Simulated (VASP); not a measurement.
Runs of VASP 6.6.1 on YBPd3. The structure is that of space group Pm-3m (No. 221), or close to it. The cells are those of the table. 

```csv
cell,gap on the mesh (eV),pressure (GPa)
"a = 4.237 Å, 5 atoms",none,-1.4
"a = 4.325 Å, 5 atoms",none,-10.3
"a = 4.382 Å, 5 atoms",none,(a)
"a = 4.296 Å, 5 atoms",none,-7.7
"a = 4.410 Å, 5 atoms",none,-16.5
"a = 4.267 Å, 5 atoms",none,-4.8
"a = 4.354 Å, 5 atoms",none,(b)
```

Alike in all rows: task single point; level LDA; potentials or basis VASP PAW LDA potentials, release 64 (Y_sv, B, Pd); no spin polarisation; k mesh 6 × 6 × 6; cutoff (eV) 520; smearing fermi-dirac 0.15 eV.

Problem. Estimate the missing entries.

Solution. (a) -14.7; (b) -12.6.

Caveats: the cell stands under tension (at least some runs).

A k mesh can miss the band edges, and the runs leave out spin-orbit coupling on Pd, Y.

A gap of «none» marks levels without a gap at the run's occupations.
